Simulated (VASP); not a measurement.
# Zn in VASP: single point with LDA

Aim: the single point of Zn with LDA.

Everything below comes from runs of VASP 6.6.1. Logs are shortened: lines on timing, memory, paths and dates and some standing lists are left out, and cuts for length are marked.

## (1) The cell of the first run

The cell holds a slab with vacuum, 6 atoms: a = 2.575 Å, b = 4.711 Å, c = 21.203 Å, α = 90.00°, β = 90.00°, γ = 90.00°.

## (2) Single point, LDA

Contents of INCAR:

```
PREC = Accurate
ENCUT = 520
EDIFF = 1E-6
ISMEAR = -1
SIGMA = 0.08
LREAL = F
LASPH = T
NELM = 60
ALGO = Normal
ISIF = 2
LWAVE = F
LCHARG = F
LDIPOL = T
IDIPOL = 3
DIPOL = 0.5 0.5 0.500
NBANDS = 45
```

Contents of KPOINTS:

```
Automatic mesh
0
Gamma
  14 8 1
```

Contents of POSCAR:

```
Zn
1.0
    2.5748926521      0.0000000000      0.0000000000
    0.0000000000      4.7112279034      0.0000000000
    0.0000000000      0.0000000000     21.2032000000
Zn
6
Direct
    0.7500000000      0.7500000000      0.3888419928
    0.2500000000      0.2500000000      0.3887959028
    0.2500000000      0.7500000000      0.5000236279
    0.7500000000      0.2500000000      0.4999763593
    0.7500000000      0.7500000000      0.6112040979
    0.2500000000      0.2500000000      0.6111580192
```

Potentials or basis: VASP PAW LDA potentials, release 64 (Zn).

Started as:

```
cat potpaw_LDA.64/Zn/POTCAR > POTCAR
mpirun -np 1 vasp_std > vasp.out
```

OUTCAR:

```text
PREC = Accurate
   ENCUT = 520
   EDIFF = 1E-6
   ISMEAR = -1
   LREAL = F
   LASPH = T
   NELM = 60
   ISIF = 2

 ion  position               nearest neighbor table
   1  0.750  0.750  0.389-   2 2.68   2 2.68   2 2.68   2 2.68   3 2.69   3 2.69
   2  0.250  0.250  0.389-   1 2.68   1 2.68   1 2.68   1 2.68   4 2.69   4 2.69
   3  0.250  0.750  0.500-   4 2.68   4 2.68   4 2.68   4 2.68   5 2.69   5 2.69   1 2.69   1 2.69

   4  0.750  0.250  0.500-   3 2.68   3 2.68   3 2.68   3 2.68   2 2.69   2 2.69   6 2.69   6 2.69

   5  0.750  0.750  0.611-   6 2.68   6 2.68   6 2.68   6 2.68   3 2.69   3 2.69
   6  0.250  0.250  0.611-   5 2.68   5 2.68   5 2.68   5 2.68   4 2.69   4 2.69

  LATTYP: Found a simple orthorhombic cell.
 ALAT       =     2.5748926521
 B/A-ratio  =     1.8296793459
 C/A-ratio  =     8.2345957152

  Lattice vectors:

 A1 = (   2.5748926521,   0.0000000000,   0.0000000000)
 A2 = (   0.0000000000,   4.7112279034,   0.0000000000)
 A3 = (   0.0000000000,   0.0000000000,  21.2032000000)

Analysis of symmetry for initial positions (statically):
=====================================================================
 Subroutine PRICEL returns:
 Original cell was already a primitive cell.

 Routine SETGRP: Setting up the symmetry group for a
 simple orthorhombic supercell.

 Subroutine GETGRP returns: Found  8 space group operations
 (whereof  2 operations were pure point group operations)
 out of a pool of  8 trial point group operations.

The static configuration has the point symmetry S_2 .
 The point group associated with its full space group is D_2h.

Analysis of symmetry for dynamics (positions and initial velocities):
=====================================================================
 Subroutine PRICEL returns:
 Original cell was already a primitive cell.

 Routine SETGRP: Setting up the symmetry group for a
 simple orthorhombic supercell.

 Subroutine GETGRP returns: Found  8 space group operations
 (whereof  2 operations were pure point group operations)
 out of a pool of  8 trial point group operations.

The dynamic configuration has the point symmetry S_2 .
 The point group associated with its full space group is D_2h.

 Subroutine INISYM returns: Found  8 space group operations
 (whereof  2 operations are pure point group operations),
 and found     1 'primitive' translations

----------------------------------------------------------------------------------------

                                     Primitive cell

  volume of cell :     257.2140

  direct lattice vectors                    reciprocal lattice vectors
     2.574892652  0.000000000  0.000000000     0.388365705  0.000000000  0.000000000
     0.000000000  4.711227903  0.000000000     0.000000000  0.212258889  0.000000000
     0.000000000  0.000000000 21.203200000     0.000000000  0.000000000  0.047162692

  length of vectors
     2.574892652  4.711227903 21.203200000     0.388365705  0.212258889  0.047162692

  position of ions in fractional coordinates (direct lattice)
     0.750000000  0.750000000  0.388841993
     0.250000000  0.250000000  0.388795903
     0.250000000  0.750000000  0.500023628
     0.750000000  0.250000000  0.499976359
     0.750000000  0.750000000  0.611204098
     0.250000000  0.250000000  0.611158019

  ion indices of the primitive-cell ions
   primitive index   ion index
                 1           1
                 2           2
                 3           3
                 4           4
                 5           5
                 6           6

----------------------------------------------------------------------------------------

 KPOINTS: Automatic mesh

Automatic generation of k-mesh.
 Grid dimensions read from file:
 generate k-points for:   14    8    1

 Generating k-lattice:

  Cartesian coordinates                     Fractional coordinates (reciprocal lattice)
     0.027740407  0.000000000  0.000000000     0.071428571  0.000000000  0.000000000
     0.000000000  0.026532361  0.000000000     0.000000000  0.125000000  0.000000000
     0.000000000  0.000000000  0.047162692     0.000000000  0.000000000  1.000000000

  Length of vectors
     0.027740407  0.026532361  0.047162692

  Shift w.r.t. Gamma in fractional coordinates (k-lattice)
     0.000000000  0.000000000  0.000000000

 Subroutine IBZKPT returns following result:
 ===========================================

 Found     40 irreducible k-points:

 Following reciprocal coordinates:
            Coordinates               Weight
  0.000000  0.000000  0.000000      1.000000
  0.071429  0.000000  0.000000      2.000000
  0.142857  0.000000  0.000000      2.000000
  0.214286  0.000000  0.000000      2.000000
  0.285714  0.000000  0.000000      2.000000
  0.357143  0.000000  0.000000      2.000000
[... 16 lines left out ...]
  0.428571  0.250000  0.000000      4.000000
  0.500000  0.250000  0.000000      2.000000
 [... further k-points ...]
   k-points           NKPTS =     40   k-points in BZ     NKDIM =     40   number of bands    NBANDS=     45
   number of dos      NEDOS =    301   number of ions     NIONS =      6
   total plane-waves  NPLWV = 115200
   dimension x,y,z NGX =    20 NGY =   36 NGZ =  160
   dimension x,y,z NGXF=    40 NGYF=   72 NGZF=  320
   ions per type =               6
   NGX,Y,Z   is equivalent  to a cutoff of  12.91, 12.70, 12.54 a.u.
   NGXF,Y,Z  is equivalent  to a cutoff of  25.83, 25.41, 25.09 a.u.
 SYSTEM =  unknown system
   PREC   = accura    normal or accurate (medium, high low for compatibility)
   ISTART =      0    job   : 0-new  1-cont  2-samecut
   ICHARG =      2    charge: 1-file 2-atom 10-const
   ISPIN  =      1    spin polarized calculation?
   LNONCOLLINEAR =      F non collinear calculations
   LSORBIT =      F    spin-orbit coupling
   LASPH  =      T    aspherical Exc in radial PAW
   ENCUT  =  520.0 eV  38.22 Ry    6.18 a.u.   4.79  8.76 39.42*2*pi/ulx,y,z
   NELM   =     60;   NELMIN=  2; NELMDL= -5     # of ELM steps
   EDIFF  = 0.1E-05   stopping-criterion for ELM
   LREAL  =      F    real-space projection
   EDIFFG = 0.1E-04   stopping-criterion for IOM
   NSW    =      0    number of steps for IOM
   IBRION =     -1    ionic relax: 0-MD 1-quasi-New 2-CG
   NFREE  =      0    steps in history (QN), initial steepest desc. (CG)
   ISIF   =      2    stress and relaxation
   ISYM   =      2    0-nonsym 1-usesym 2-fastsym
   POTIM  = 0.5000    time-step for ionic-motion
   TEBEG  =    0.0;   TEEND  =   0.0 temperature during run
   PSTRESS=    0.0 pullay stress
   NELECT =      72.0000    total number of electrons
   NUPDOWN=      -1.0000    fix difference up-down
   EMIN   =  10.00;   EMAX   =-10.00  energy-range for DOS
   EFERMI =   0.00;   METHOD = LEGACY
   ISMEAR =    -1;   SIGMA  =   0.08  broadening in eV -4-tet -1-fermi 0-gaus
   EFERMI_NEDOS =   21; number of points for ismear=-14 and -15
   IALGO  =     38    algorithm
   IMIX   =      4    mixing-type and parameters
     AMIX     =   0.40;   BMIX     =  1.00
     AMIX_MAG =   1.60;   BMIX_MAG =  1.00
  volume/ion in A,a.u.               =      42.87       289.29
  Fermi-wavevector in a.u.,A,eV,Ry     =   1.070913  2.023732 15.603899  1.146854
  Thomas-Fermi vector in A             =   2.206637
   LORBIT       =      0    0 simple, 1 ext, 2 COOP (PROOUT), +10 PAW based schemes
   GGA     = CA    functional components
   LHFCALC =     F    Hartree Fock is set to
   AEXX    =    0.0000 exact exchange contribution
   IVDW    =     0    specifies the selected vdW correction
   LEPSILON=     F    determine dielectric tensor
   LRPA    =     F    only Hartree local field effects (RPA)
 non-spin polarized calculation
  energy-cutoff  :      520.00
  volume of cell :      257.21
 maximum number of plane-waves:      6970
 NGX is ok and might be reduce to    20
   NGX =  9   NGY = 17   NGZ = 79

 dipolmoment           0.000000      0.000000     -0.000000 electrons x Angstroem

 number of electron      71.9999901 magnetization

 dipolmoment           0.000000      0.000000      0.000000 electrons x Angstroem

 Free energy of the ion-electron system (eV)
  ---------------------------------------------------
  ext. energy  EPLUGINS =         0.00000000
  ---------------------------------------------------
  free energy    TOTEN  =       -10.09710681 eV

  energy without entropy =      -10.05964290  energy(sigma->0) =      -10.07837485

 E-fermi :  -2.0262     XC(G=0):  -4.9322

 val. band max:       -2.0450310165   @ k =   0.0000   0.1250   0.0000
 cond. band min:      -2.0216573958   @ k =   0.3571   0.3750   0.0000
 fundamental gap:      0.0233736207
 Fermi energy:        -2.0262484635

 k-point     1 :       0.0000    0.0000    0.0000
  band No.  band energies     occupation
      1     -12.1301      2.00000
      2     -10.8097      2.00000
      3     -10.6026      2.00000
      4     -10.5735      2.00000
      5     -10.3307      2.00000
      6     -10.2720      2.00000
[... 37 lines left out ...]
     44       2.4773      0.00000
     45       3.6643      0.00000

 k-point     2 :       0.0714    0.0000    0.0000
  band No.  band energies     occupation
      1     -12.0090      2.00000
      2     -10.7079      2.00000
      3     -10.5397      2.00000
      4     -10.5169      2.00000
      5     -10.2813      2.00000
      6     -10.2525      2.00000
[... 37 lines left out ...]
     44       2.5935      0.00000
     45       3.7815      0.00000

 k-point     3 :       0.1429    0.0000    0.0000
  band No.  band energies     occupation
      1     -11.6540      2.00000
      2     -10.4276      2.00000
      3     -10.3745      2.00000
      4     -10.3601      2.00000
      5     -10.1966      2.00000
      6     -10.1503      2.00000
[... 997 lines left out ...]
     44       4.0535      0.00000
     45       4.2298      0.00000

 k-point    24 :       0.5000    0.2500    0.0000
  band No.  band energies     occupation
      1     -10.3006      2.00000
      2     -10.3006      2.00000
      3     -10.2618      2.00000
      4     -10.2618      2.00000
      5     -10.0963      2.00000
      6     -10.0963      2.00000
[... 37 lines left out ...]
     44       2.8959      0.00000
     45       5.3036      0.00000

 [... further k-points ...]

------------------------ aborting loop because EDIFF is reached ----------------------------------------

 vacuum level on the upper side and lower side of the slab       (xc-potential included)        -0.173        -0.173

  FORCE on cell =-STRESS in cart. coord.  units (eV):
  Direction    XX          YY          ZZ          XY          YZ          ZX
  --------------------------------------------------------------------------------------
  -------------------------------------------------------------------------------------
  Total       -4.9160074     -5.3369166      0.1558150      0.0000000      0.0000000      0.0000000
  in kB      -30.6216411    -33.2434699      0.9705665      0.0000000      0.0000000      0.0000000
  external PRESSURE =     -20.9648482 kB  Pullay stress =       0.0000000 kB

 VOLUME and BASIS-vectors are now :
 -----------------------------------------------------------------------------
  energy-cutoff  :      520.00
  volume of cell :      257.21
      direct lattice vectors                 reciprocal lattice vectors
     2.574892652  0.000000000  0.000000000     0.388365705  0.000000000  0.000000000
     0.000000000  4.711227903  0.000000000     0.000000000  0.212258889  0.000000000
     0.000000000  0.000000000 21.203200000     0.000000000  0.000000000  0.047162692

 POSITION                                       TOTAL-FORCE (eV/Angst)
 -----------------------------------------------------------------------------------
      1.93117      3.53342      8.24469        -0.000000      0.000000     -0.018089
      0.64372      1.17781      8.24372        -0.000000      0.000000     -0.017192
      0.64372      3.53342     10.60210         0.000000     -0.000000     -0.000446
      1.93117      1.17781     10.60110        -0.000000      0.000000      0.000446
      1.93117      3.53342     12.95948        -0.000000      0.000000      0.017192
      0.64372      1.17781     12.95851        -0.000000      0.000000      0.018089
 -----------------------------------------------------------------------------------
    total drift:                               -0.000000      0.000000      0.000028

  FREE ENERGIE OF THE ION-ELECTRON SYSTEM (eV)
  ---------------------------------------------------
  free  energy   TOTEN  =       -10.0971068089 eV

  energy  without entropy=      -10.0596428968  energy(sigma->0) =      -10.07837485

 vacuum level on the upper side and lower side of the slab         2.416         2.416
```

Wall time 5.4 min (1 thread of AMD EPYC 9R45 (Zen 5), shared host); peak memory 0.42 GiB.

What came out:

```yaml
Free_energy: -10.0971 eV
Largest_force: 0.018 eV/Å
Band_gap_on_the_k_mesh: zero (bands 36 and 37 overlap by 2.59 eV)
```

Forces on the atoms (eV/Å):
```
Zn   0.000  0.000 -0.018
Zn   0.000  0.000 -0.017
Zn   0.000  0.000  0.000
Zn   0.000  0.000  0.000
Zn   0.000  0.000  0.017
Zn   0.000  0.000  0.018
```

The gap in the log of VASP goes by the Fermi energy; the results here count the filled bands.